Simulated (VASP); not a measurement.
A run of VASP 6.6.1 is set up as follows.

INCAR

```
  ALGO = Normal
  EDIFF = 1E-6
  ENCUT = 500
  GGA = PE
  GGA_COMPAT = False
  ISIF = 2
  ISMEAR = 0
  LASPH = True
  LCHARG = False
  LREAL = False
  LWAVE = False
  NBANDS = 11
  NELM = 120
  PREC = Accurate
  SIGMA = 0.05
```

File KPOINTS:

```
k-points
0
Gamma
  8 8 8
```

The input POSCAR:

```
AlP
1.0
    0.0000000000      2.8617750000      2.8617750000
    2.8617750000      0.0000000000      2.8617750000
    2.8617750000      2.8617750000      0.0000000000
Al P
1 1
Direct
    0.0000000000      0.0000000000      0.0000000000
    0.7500000000      0.7500000000      0.7500000000
```

Potentials or basis: VASP PAW PBE potentials, release 64 (Al, P).

Run with:

```bash
$ cat potpaw_PBE.64/Al/POTCAR potpaw_PBE.64/P/POTCAR > POTCAR
$ mpirun -np 1 vasp_std > vasp.out
```

Predict the pressure.

-7.5 GPa.

Estimate the band gap on the k mesh.

1.82 eV, indirect (least direct gap 2.14 eV).

Caveat: the cell differs from its parent crystal (strain +0.050 along x and y, +0.050 along z). A k mesh can miss the band edges.
